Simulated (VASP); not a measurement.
# AlNi in VASP: notebook

AlNi is run at these levels: PBE; tasks: relaxation of the atoms, single point.

Everything below comes from runs of VASP 6.6.1. Logs are shortened: lines on timing, memory, paths and dates and some standing lists are left out, and cuts for length are marked.

## (1) The cell of the first run

The cell holds a slab with vacuum, 16 atoms: a = 5.786 Å, b = 4.091 Å, c = 23.137 Å, α = 90.00°, β = 90.00°, γ = 90.00°.

## (2) Relaxation of the atoms, PBE

File INCAR:

```
PREC     = Accurate       # precision mode
ENCUT    = 520            # plane-wave cutoff, eV
EDIFF    = 1E-7           # SCF threshold, eV
ISMEAR   = 0              # smearing method
SIGMA    = 0.1            # smearing width, eV
LREAL    = F              # projectors in reciprocal space
LASPH    = T              # aspherical terms in the spheres
NELM     = 120            # most SCF steps
ALGO     = Normal         # electronic algorithm
ISIF     = 2              # what is computed and relaxed
LWAVE    = F              # write WAVECAR
LCHARG   = F              # write CHGCAR
LDIPOL   = T            
IDIPOL   = 3            
DIPOL    = 0.5 0.5 0.500
GGA      = PE             # functional
IBRION   = 2              # ionic algorithm
NSW      = 90             # ionic steps
EDIFFG   = -0.03          # ionic threshold
GGA_COMPAT= F            
NELMIN   = 4            
NELMDL   = -8           
KPAR     = 4
```

File KPOINTS:

```
Automatic mesh
0
Gamma
  5 7 1
```

File POSCAR:

```
AlNi
1.0
    5.7861670333      0.0000000000      0.0000000000
    0.0000000000      4.0914379463      0.0000000000
    0.0000000000      0.0000000000     23.1371569195
Al Ni
8 8
Selective dynamics
Direct
    0.0000000000      0.5000000000      0.3673744371  F F F
    0.5000000000      0.5000000000      0.3673744371  F F F
    0.0000000000      0.0000000000      0.4557914790  F F F
    0.5000000000      0.0000000000      0.4557914790  F F F
    0.0000000000      0.5000000000      0.5442085210  T T T
    0.5000000000      0.5000000000      0.5442085210  T T T
    0.0000000000      0.0000000000      0.6326255629  T T T
    0.5000000000      0.0000000000      0.6326255629  T T T
    0.2500000000      0.0000000000      0.3673744371  F F F
    0.7500000000      0.0000000000      0.3673744371  F F F
    0.2500000000      0.5000000000      0.4557914790  F F F
    0.7500000000      0.5000000000      0.4557914790  F F F
    0.2500000000      0.0000000000      0.5442085210  T T T
    0.7500000000      0.0000000000      0.5442085210  T T T
    0.2500000000      0.5000000000      0.6326255629  T T T
    0.7500000000      0.5000000000      0.6326255629  T T T
```

Potentials or basis: VASP PAW PBE potentials, release 64 (Al, Ni).

Started as:

```console
$ cat potpaw_PBE.64/Al/POTCAR potpaw_PBE.64/Ni/POTCAR > POTCAR
$ mpirun -np 4 vasp_std > vasp.out
```

OUTCAR:

```text
PREC = Accurate
   ENCUT = 520
   EDIFF = 1E-7
   ISMEAR = 0
   LREAL = F
   LASPH = T
   NELM = 120
   ISIF = 2
   GGA = PE
   IBRION = 2
   NSW = 90
   EDIFFG = -0.03
   NELMIN = 4
   NELMDL = -8

 ion  position               nearest neighbor table
   1  0.000  0.500  0.367-  11 2.51  12 2.51   9 2.51  10 2.51   9 2.51  10 2.51   3 2.89   3 2.89
                             2 2.89   2 2.89
   2  0.500  0.500  0.367-  11 2.51  12 2.51   9 2.51  10 2.51   9 2.51  10 2.51   4 2.89   4 2.89
                             1 2.89   1 2.89
   3  0.000  0.000  0.456-   9 2.51  10 2.51  11 2.51  12 2.51  11 2.51  12 2.51  13 2.51  14 2.51
                             1 2.89   1 2.89   4 2.89   4 2.89   5 2.89   5 2.89
   4  0.500  0.000  0.456-   9 2.51  10 2.51  11 2.51  12 2.51  11 2.51  12 2.51  13 2.51  14 2.51
                             2 2.89   2 2.89   3 2.89   3 2.89   6 2.89   6 2.89
   5  0.000  0.500  0.544-  15 2.51  16 2.51  13 2.51  14 2.51  13 2.51  14 2.51  11 2.51  12 2.51
                             7 2.89   7 2.89   6 2.89   6 2.89   3 2.89   3 2.89
   6  0.500  0.500  0.544-  15 2.51  16 2.51  13 2.51  14 2.51  13 2.51  14 2.51  11 2.51  12 2.51
                             8 2.89   8 2.89   5 2.89   5 2.89   4 2.89   4 2.89
   7  0.000  0.000  0.633-  13 2.51  14 2.51  15 2.51  16 2.51  15 2.51  16 2.51   5 2.89   5 2.89
                             8 2.89   8 2.89
   8  0.500  0.000  0.633-  13 2.51  14 2.51  15 2.51  16 2.51  15 2.51  16 2.51   6 2.89   6 2.89
                             7 2.89   7 2.89
   9  0.250  0.000  0.367-   3 2.51   4 2.51   1 2.51   2 2.51   1 2.51   2 2.51  11 2.89  11 2.89
[... 23 lines left out ...]
 A1 = (   0.0000000000,  -4.0914379463,   0.0000000000)
 A2 = (   5.7861670333,   0.0000000000,   0.0000000000)
 A3 = (   0.0000000000,   0.0000000000,  23.1371569195)

Analysis of symmetry for initial positions (statically):
=====================================================================
 Subroutine PRICEL returns following result:

  LATTYP: Found a simple orthorhombic cell.
 ALAT       =     2.8930835166
 B/A-ratio  =     1.4142135624
 C/A-ratio  =     7.9974037342
[... 12 lines left out ...]
 Subroutine GETGRP returns: Found  8 space group operations
 (whereof  4 operations were pure point group operations)
 out of a pool of  8 trial point group operations.

The static configuration has the point symmetry C_2v.
 The point group associated with its full space group is D_2h.

Analysis of symmetry for dynamics (positions and initial velocities):
=====================================================================
 Subroutine PRICEL returns following result:

  LATTYP: Found a simple orthorhombic cell.
[... 194 lines left out ...]

  energy without entropy =      -79.38521276  energy(sigma->0) =      -79.41655803

------------------------ aborting loop because EDIFF is reached ----------------------------------------

  FORCE on cell =-STRESS in cart. coord.  units (eV):
  Direction    XX          YY          ZZ          XY          YZ          ZX
  --------------------------------------------------------------------------------------
  -------------------------------------------------------------------------------------
  Total       -9.2148573     -6.8662104     -1.8151393      0.0000000      0.0000000      0.0000000
  in kB      -26.9539407    -20.0840255     -5.3093776      0.0000000      0.0000000      0.0000000
  external PRESSURE =     -17.4491146 kB  Pullay stress =       0.0000000 kB
[... 81 lines left out ...]
  FREE ENERGIE OF THE ION-ELECTRON SYSTEM (eV)
  ---------------------------------------------------
  free  energy   TOTEN  =       -79.5114512405 eV

  energy  without entropy=      -79.4481409199  energy(sigma->0) =      -79.47979608

 dipolmoment           0.000000      0.000000      0.009614 electrons x Angstroem

--------------------------------------- Ionic step        3  -------------------------------------------

 number of electron     104.0000066 magnetization

------------------------ aborting loop because EDIFF is reached ----------------------------------------

 vacuum level on the upper side and lower side of the slab       (xc-potential included)        -0.129        -0.033

  FORCE on cell =-STRESS in cart. coord.  units (eV):
  Direction    XX          YY          ZZ          XY          YZ          ZX
  --------------------------------------------------------------------------------------
  -------------------------------------------------------------------------------------
  Total       -8.7029873     -7.4690845     -1.2862514      0.0000000      0.0000000      0.0000000
  in kB      -25.4566942    -21.8474636     -3.7623529      0.0000000      0.0000000      0.0000000
  external PRESSURE =     -17.0221703 kB  Pullay stress =       0.0000000 kB
[... 187 lines left out ...]
--------------------------------------- Ionic step        7  -------------------------------------------

 number of electron     104.0000078 magnetization

 dipolmoment           0.000000      0.000000     -0.016652 electrons x Angstroem

 Free energy of the ion-electron system (eV)
  ---------------------------------------------------
  ext. energy  EPLUGINS =         0.00000000
  ---------------------------------------------------
  free energy    TOTEN  =       -79.55695163 eV

  energy without entropy =      -79.49166365  energy(sigma->0) =      -79.52430764

 E-fermi :   0.4285     XC(G=0):  -5.0989

 val. band max:        0.3749303934   @ k =   0.2000   0.1429   0.0000
 cond. band min:       0.4302823415   @ k =   0.0000   0.2857   0.0000
 fundamental gap:      0.0553519481
 Fermi energy:         0.4284856575

 k-point     1 :       0.0000    0.0000    0.0000
  band No.  band energies     occupation
      1     -10.0777      2.00000
      2      -8.6529      2.00000
      3      -6.7187      2.00000
      4      -6.0389      2.00000
      5      -5.7766      2.00000
      6      -5.0686      2.00000
[... 769 lines left out ...]
     61       3.3285      0.00000
     62       3.7064      0.00000

------------------------ aborting loop because EDIFF is reached ----------------------------------------

 vacuum level on the upper side and lower side of the slab       (xc-potential included)        -0.070         0.056

  FORCE on cell =-STRESS in cart. coord.  units (eV):
  Direction    XX          YY          ZZ          XY          YZ          ZX
  --------------------------------------------------------------------------------------
  -------------------------------------------------------------------------------------
  Total       -8.6669889     -7.6548203     -1.0724606      0.0000000      0.0000000      0.0000000
  in kB      -25.3513971    -22.3907508     -3.1370034      0.0000000      0.0000000      0.0000000
  external PRESSURE =     -16.9597171 kB  Pullay stress =       0.0000000 kB
[... 31 lines left out ...]
  FREE ENERGIE OF THE ION-ELECTRON SYSTEM (eV)
  ---------------------------------------------------
  free  energy   TOTEN  =       -79.5569516318 eV

  energy  without entropy=      -79.4916636512  energy(sigma->0) =      -79.52430764

 reached required accuracy - stopping structural energy minimisation

 vacuum level on the upper side and lower side of the slab         5.134         5.263
```

OSZICAR:

```text
N       E                     dE             d eps       ncg     rms          rms(c)
DAV:   1     0.680601931789E+03    0.68060E+03   -0.41437E+04  1488   0.149E+03
DAV:   2    -0.364087526638E+02   -0.71701E+03   -0.69980E+03  1564   0.352E+02
[... 131 lines left out ...]
DAV:   6    -0.795569647172E+02    0.45208E-04   -0.38946E-04  2116   0.265E-01    0.382E-02
DAV:   7    -0.795569891641E+02   -0.24447E-04   -0.31482E-04  2240   0.309E-01    0.626E-02
DAV:   8    -0.795569574474E+02    0.31717E-04   -0.14085E-04  2292   0.224E-01    0.166E-02
DAV:   9    -0.795569518010E+02    0.56464E-05   -0.68665E-05  2330   0.727E-02    0.760E-03
DAV:  10    -0.795569516030E+02    0.19796E-06   -0.80673E-06  1818   0.306E-02    0.384E-03
DAV:  11    -0.795569516318E+02   -0.28787E-07   -0.86190E-07  1714   0.902E-03
   7 F= -.79556952E+02 E0= -.79524308E+02  d E =-.205583E-02
```

CONTCAR:

```text
AlNi
   1.00000000000000
     5.7861670332999999    0.0000000000000000    0.0000000000000000
     0.0000000000000000    4.0914379463000001    0.0000000000000000
     0.0000000000000000    0.0000000000000000   23.1371569195000006
  Al              Ni
     8     8
[... 15 lines left out ...]
     0.7500000000000000    0.0000000000000000    0.5428445152994403   T   T   T
     0.2500000000000000    0.5000000000000000    0.6281902694940580   T   T   T
     0.7500000000000000    0.5000000000000000    0.6281902694940580   T   T   T

  0.00000000E+00  0.00000000E+00  0.00000000E+00
  0.00000000E+00  0.00000000E+00  0.00000000E+00
  0.00000000E+00  0.00000000E+00  0.00000000E+00
  0.00000000E+00  0.00000000E+00  0.00000000E+00
  0.00000000E+00  0.00000000E+00  0.00000000E+00
  0.00000000E+00  0.00000000E+00  0.00000000E+00
[... 8 lines left out ...]
  0.00000000E+00  0.00000000E+00  0.00000000E+00
  0.00000000E+00  0.00000000E+00  0.00000000E+00
```

Wall time 21 min (4 MPI ranks of Intel Xeon Platinum 8488C (Sapphire Rapids), shared host); peak memory 0.8 GiB.

Results:

```
Free energy               : -79.5570 eV
Energy gained by relaxing : 6.8 meV/atom
Ionic steps               : 7
Band gap on the k mesh    : zero (bands 52 and 53 overlap by 1.25 eV)
```

Step by step:
| step | energy change (eV) | largest force on free atoms (eV/Å) | pressure (GPa) |
| --- | --- | --- | --- |
| 1 | 0.0000 | 0.6082 | -1.74 |
| 2 | -0.0635 | 0.4053 | -1.74 |
| 3 | -0.0977 | 0.2122 | -1.70 |
| 4 | -0.1034 | 0.1300 | -1.72 |
| 5 | -0.1070 | 0.0727 | -1.73 |
| 6 | -0.1084 | 0.0388 | -1.72 |
| 7 | -0.1090 | 0.0290 | -1.70 |

Final structure:
```
Al Ni
1.0
     5.78617    0.00000    0.00000
     0.00000    4.09144    0.00000
     0.00000    0.00000   23.13716
Al Ni
8 8
Direct
  0.00000 0.50000 0.36737
  0.50000 0.50000 0.36737
  0.00000 0.00000 0.45579
  0.50000 0.00000 0.45579
  0.00000 0.50000 0.54459
  0.50000 0.50000 0.54459
  0.00000 0.00000 0.63573
  0.50000 0.00000 0.63573
  0.25000 0.00000 0.36737
  0.75000 0.00000 0.36737
  0.25000 0.50000 0.45579
  0.75000 0.50000 0.45579
  0.25000 0.00000 0.54284
  0.75000 0.00000 0.54284
  0.25000 0.50000 0.62819
  0.75000 0.50000 0.62819
```

Levels at points of the mesh, in eV from the Fermi level:
| k point | band 50 | band 51 | band 52 | band 53 | band 54 | band 55 |
| --- | --- | --- | --- | --- | --- | --- |
| (0.00, 0.00, 0.00) | -0.55 | -0.29 | 0.01 | 0.25 | 0.90 | 1.61 |

Spin polarisation is off, so any magnetic state and its effect on volume and gap are missing.

## (3) Single point, PBE

This run uses another cell than the first one: it holds 32 atoms, not 16.

File INCAR:

```
SYSTEM = AlNi
ALGO = Normal
DIPOL = 0.5 0.5 0.500
EDIFF = 1E-6
ENCUT = 520
GGA = PE
IDIPOL = 3
ISIF = 2
ISMEAR = 0
LASPH = .True.
LCHARG = .False.
LDIPOL = .True.
LREAL = Auto
LWAVE = .False.
NBANDS = 126
NELM = 100
PREC = Accurate
SIGMA = 0.1
```

File KPOINTS:

```
k-points
0
Gamma
  5 4 1
  0 0 0
```

File POSCAR:

```
AlNi
1.0
    5.7861670350      0.0000000000      0.0000000000
    0.0000000000      8.1828758951      0.0000000000
    0.0000000000      0.0000000000     23.1371569213
Al Ni
16 16
Direct
    0.0000000000      0.2500000000      0.3673744371
    0.0000000000      0.7500000000      0.3673744371
    0.5000000000      0.2500000000      0.3673744371
    0.5000000000      0.7500000000      0.3673744371
    0.0000000000      0.5000000000      0.4557914790
    0.0000000000      0.0000000000      0.4557914790
    0.5000000000      0.5000000000      0.4557914790
    0.5000000000      0.0000000000      0.4557914790
    0.0000000000      0.7500000000      0.5444162936
    0.0000000000      0.2500000000      0.5444162936
    0.5000000000      0.7500000000      0.5444162936
    0.5000000000      0.2500000000      0.5444162936
    0.0000000000      0.0000000000      0.6355895439
    0.0000000000      0.5000000000      0.6355895439
    0.5000000000      0.0000000000      0.6355895439
    0.5000000000      0.5000000000      0.6355895439
    0.2500000000      0.5000000000      0.3673744371
    0.2500000000      0.0000000000      0.3673744371
    0.7500000000      0.5000000000      0.3673744371
    0.7500000000      0.0000000000      0.3673744371
    0.2500000000      0.7500000000      0.4557914790
    0.2500000000      0.2500000000      0.4557914790
    0.7500000000      0.7500000000      0.4557914790
    0.7500000000      0.2500000000      0.4557914790
    0.2500000000      0.0000000000      0.5427686914
    0.2500000000      0.5000000000      0.5427686914
    0.7500000000      0.0000000000      0.5427686914
    0.7500000000      0.5000000000      0.5427686914
    0.2500000000      0.2500000000      0.6279994741
    0.2500000000      0.7500000000      0.6279994741
    0.7500000000      0.2500000000      0.6279994741
    0.7500000000      0.7500000000      0.6279994741
```

Potentials or basis: VASP PAW PBE potentials, release 64 (Al, Ni).

Started as:

```console
$ cat potpaw_PBE.64/Al/POTCAR potpaw_PBE.64/Ni/POTCAR > POTCAR
$ mpirun -np 1 vasp_std > vasp.out
```

OUTCAR:

```text
SYSTEM = AlNi
   EDIFF = 1E-6
   ENCUT = 520
   GGA = PE
   ISIF = 2
   ISMEAR = 0
   LASPH = .True.
   LREAL = Auto
   NELM = 100
   PREC = Accurate

 ion  position               nearest neighbor table
   1  0.000  0.250  0.367-  22 2.51  24 2.51  19 2.51  20 2.51  17 2.51  18 2.51   5 2.89   6 2.89
                             3 2.89   3 2.89
   2  0.000  0.750  0.367-  21 2.51  23 2.51  19 2.51  20 2.51  17 2.51  18 2.51   5 2.89   6 2.89
                             4 2.89   4 2.89
   3  0.500  0.250  0.367-  22 2.51  24 2.51  19 2.51  20 2.51  17 2.51  18 2.51   7 2.89   8 2.89
                             1 2.89   1 2.89
[... 1358 lines left out ...]
  external PRESSURE =     -16.8097069 kB  Pullay stress =       0.0000000 kB

 VOLUME and BASIS-vectors are now :
 -----------------------------------------------------------------------------
  energy-cutoff  :      520.00
  volume of cell :     1095.49
      direct lattice vectors                 reciprocal lattice vectors
     5.786167035  0.000000000  0.000000000     0.172825982  0.000000000  0.000000000
     0.000000000  8.182875895  0.000000000     0.000000000  0.122206424  0.000000000
     0.000000000  0.000000000 23.137156921     0.000000000  0.000000000  0.043220522

 POSITION                                       TOTAL-FORCE (eV/Angst)
 -----------------------------------------------------------------------------------
      0.00000      2.04572      8.50000         0.000000     -0.000000     -0.461129
      0.00000      6.13716      8.50000         0.000000     -0.000000     -0.461129
      2.89308      2.04572      8.50000         0.000000     -0.000000     -0.461129
      2.89308      6.13716      8.50000         0.000000      0.000000     -0.461129
      0.00000      4.09144     10.54572         0.000000     -0.000000     -0.460190
      0.00000      0.00000     10.54572         0.000000      0.000000     -0.460190
[... 24 lines left out ...]
      4.33963      2.04572     14.53012        -0.000000     -0.000000      0.016068
      4.33963      6.13716     14.53012        -0.000000     -0.000000      0.016068
 -----------------------------------------------------------------------------------
    total drift:                                0.000000      0.000000     -0.006217

  FREE ENERGIE OF THE ION-ELECTRON SYSTEM (eV)
  ---------------------------------------------------
  free  energy   TOTEN  =      -159.1307026973 eV

  energy  without entropy=     -159.0200065783  energy(sigma->0) =     -159.07535464

 vacuum level on the upper side and lower side of the slab         5.077         5.205
```

OSZICAR:

```text
N       E                     dE             d eps       ncg     rms          rms(c)
DAV:   1     0.139965850548E+04    0.13997E+04   -0.82222E+04  2276   0.148E+03
DAV:   2    -0.578425976568E+02   -0.14575E+04   -0.14085E+04  2370   0.351E+02
DAV:   3    -0.177398915147E+03   -0.11956E+03   -0.11446E+03  2472   0.141E+02
[... 26 lines left out ...]
DAV:  30    -0.159130685262E+03   -0.28736E-04   -0.16910E-06  1692   0.470E-03    0.139E-03
DAV:  31    -0.159130694927E+03   -0.96655E-05   -0.53807E-07  1560   0.286E-03    0.102E-03
DAV:  32    -0.159130699336E+03   -0.44090E-05   -0.23993E-07  1426   0.181E-03    0.664E-04
DAV:  33    -0.159130702085E+03   -0.27494E-05   -0.17434E-07  1482   0.117E-03    0.425E-04
DAV:  34    -0.159130702697E+03   -0.61181E-06   -0.37162E-08  1300   0.815E-04
   1 F= -.15913070E+03 E0= -.15907535E+03  d E =-.110696E+00
```

Run time: 48 min. Hardware: 1 thread of Intel Xeon 6975P-C (Granite Rapids), shared host; peak memory 1.5 GiB.

What came out:

```yaml
Free_energy: -159.1307 eV
Largest_force: 0.603 eV/Å
Band_gap_on_the_k_mesh: zero (bands 104 and 105 overlap by 0.83 eV)
```

Forces on the atoms (eV/Å):
```
Al   0.000  0.000 -0.461
Al   0.000  0.000 -0.461
Al   0.000  0.000 -0.461
Al   0.000  0.000 -0.461
Al   0.000  0.000 -0.460
Al   0.000  0.000 -0.460
Al   0.000  0.000 -0.460
Al   0.000  0.000 -0.460
Al   0.000  0.000 -0.006
Al   0.000  0.000 -0.006
Al   0.000  0.000 -0.006
Al   0.000  0.000 -0.006
Al   0.000  0.000 -0.010
Al   0.000  0.000 -0.010
Al   0.000  0.000 -0.010
Al   0.000  0.000 -0.010
Ni   0.000  0.000  0.603
Ni   0.000  0.000  0.603
Ni   0.000  0.000  0.603
Ni   0.000  0.000  0.603
Ni   0.000  0.000  0.316
Ni   0.000  0.000  0.316
Ni   0.000  0.000  0.316
Ni   0.000  0.000  0.316
Ni   0.000  0.000  0.003
Ni   0.000  0.000  0.003
Ni   0.000  0.000  0.003
Ni   0.000  0.000  0.003
Ni   0.000  0.000  0.016
Ni   0.000  0.000  0.016
Ni   0.000  0.000  0.016
Ni   0.000  0.000  0.016
```

Spin polarisation is off, so any magnetic state and its effect on volume and gap are missing.

The gap in the log of VASP goes by the Fermi energy; the results here count the filled bands.